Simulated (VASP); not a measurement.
A run of VASP 6.6.1 is set up as follows.

The input INCAR:

```
PREC     = Accurate       # precision mode
ENCUT    = 520            # plane-wave cutoff, eV
EDIFF    = 1E-6           # SCF threshold, eV
ISMEAR   = 0              # smearing method
SIGMA    = 0.15           # smearing width, eV
LREAL    = F              # projectors in reciprocal space
LASPH    = T              # aspherical terms in the spheres
NELM     = 100            # most SCF steps
ALGO     = Fast           # electronic algorithm
ISIF     = 2              # what is computed and relaxed
LWAVE    = F              # write WAVECAR
LCHARG   = F              # write CHGCAR
GGA      = PE             # functional
NBANDS   = 28             # bands
```

KPOINTS

```
regular mesh
0
Gamma
  18 18 6
```

File POSCAR:

```
Ti3Al
1.0
    3.1299160446      0.0000000000      0.0000000000
   -1.5649580223      2.7105868064      0.0000000000
    0.0000000000      0.0000000000      8.7355956806
Ti Al
3 1
Direct
    0.6666666667      0.3333333333      0.0000000000
    0.3333333333      0.6666666667      0.7504575700
    0.3333333333      0.6666666667      0.2495424300
    0.6666666667      0.3333333333      0.5000000000
```

Potentials or basis: VASP PAW PBE potentials, release 64 (Ti_sv, Al).

Launch:

```console
$ cat potpaw_PBE.64/Ti_sv/POTCAR potpaw_PBE.64/Al/POTCAR > POTCAR
$ mpirun -np 1 vasp_std > vasp.out
```

Problem. Predict the largest force.

Solution. 0.079 eV/Å.

Problem. Predict the pressure.

Solution. -6.0 GPa.

Forces on the atoms (eV/Å):
```
Ti   0.000  0.000  0.000
Ti   0.000  0.000  0.079
Ti   0.000  0.000 -0.079
Al   0.000  0.000  0.000
```
